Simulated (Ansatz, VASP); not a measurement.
# GaSb3 in VASP and in Ansatz

```
Ga Sb
1.0
    -3.01643    3.01643    3.01643
     3.01643   -3.01643    3.01643
     3.01643    3.01643   -3.01643
Ga Sb
1 3
Direct
  0.00000 0.00000 0.00000
  0.00000 0.50000 0.50000
  0.50000 0.00000 0.50000
  0.50000 0.50000 0.00000
```

Alike in both runs: task relaxation of cell and atoms; functional PBE; k mesh 12 × 12 × 12; occupations gaussian, width 0.1 eV; no spin polarisation.

|  | VASP | Ansatz |
| --- | --- | --- |
| version | VASP 6.6.1 | Ansatz 0.2.0 |
| potentials or method | VASP PAW PBE potentials, release 64 (Ga_d, Sb), cutoff 600 eV | scalar-relativistic, plane waves, PAW |
| valence electrons in the cell | 28 | 58 |

```csv
,VASP,Ansatz,Ansatz less VASP
"gap on the k mesh at the Fermi level, each at its own relaxed structure (eV)",none,none,-
relaxed volume (Å³/atom),27.59,27.59,0.000
relaxed cell length with the largest relative difference (Å),5.234,5.234,0.0000
```

A gap of «none» marks a metal or a gap that the smearing closes. VASP's potentials hold 28 valence electrons a cell and Ansatz's 58, so a difference there can come from the potentials and not from the codes.

Spin-orbit coupling is off throughout.
